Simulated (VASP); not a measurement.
Set up this calculation in VASP 6.6.1, as the native input.

| Item | Value |
| --- | --- |
| Task | single point |
| Functional | PBE |
| Potentials or basis | VASP PAW PBE potentials, release 64 (Rh_pv) |
| Cutoff | 500 eV |
| k mesh | 12 × 12 × 12 |
| Occupations | gaussian, width 0.1 eV |
| Spin | collinear spin, ferromagnetic start |
| Starting moments | [0.36, 0.36, 0.36] μB |
| Dipole correction | no |
| Further INCAR settings | ALGO = Normal; EDIFF = 1e-06; NBANDS = 34 |

The structure of Rh lies in POSCAR:

```
Rh
1.0
    3.6880809561      0.0000000000      0.0000000000
    0.0000000000      3.6880809561      0.0000000000
    0.0000000000      0.0000000000      3.6880809561
Rh
3
Direct
    0.5000000000      0.0000000000      0.0000000000
    0.0000000000      0.5000000000      0.0000000000
    0.0000000000      0.0000000000      0.5000000000
```

The cell was built from a structure type or drawn by symmetry, and may not be a known phase.

The input as run:

INCAR

```
SYSTEM = Rh
PREC = Accurate
ENCUT = 500
EDIFF = 1E-6
ISMEAR = 0
SIGMA = 0.1
LREAL = .False.
LASPH = .True.
NELM = 200
ALGO = Normal
ISIF = 2
LWAVE = .False.
LCHARG = .True.
ISPIN = 2
MAGMOM = 0.36 0.36 0.36
LORBIT = 11
LMAXMIX = 4
GGA = PE
LELF = .True.
LVHAR = .True.
NBANDS = 34
GGA_COMPAT = .False.
```

KPOINTS

```
Automatic mesh
0
Gamma
  12 12 12
  0 0 0
```

Potentials or basis: VASP PAW PBE potentials, release 64 (Rh_pv).

Run with:

```bash
$ cat potpaw_PBE.64/Rh_pv/POTCAR > POTCAR
$ mpirun -np 1 vasp_std > vasp.out
```

Results of the run:

* Pressure: 0.1 GPa
* Net moment: 0.42 μB per cell
* Site moments: Rh +0.14 μB
* Valence electrons inside the program's atomic spheres: Rh 13.77

It took 5.9 min on 1 thread of Intel Xeon 8259CL (shared host), peak memory 0.3 GiB.
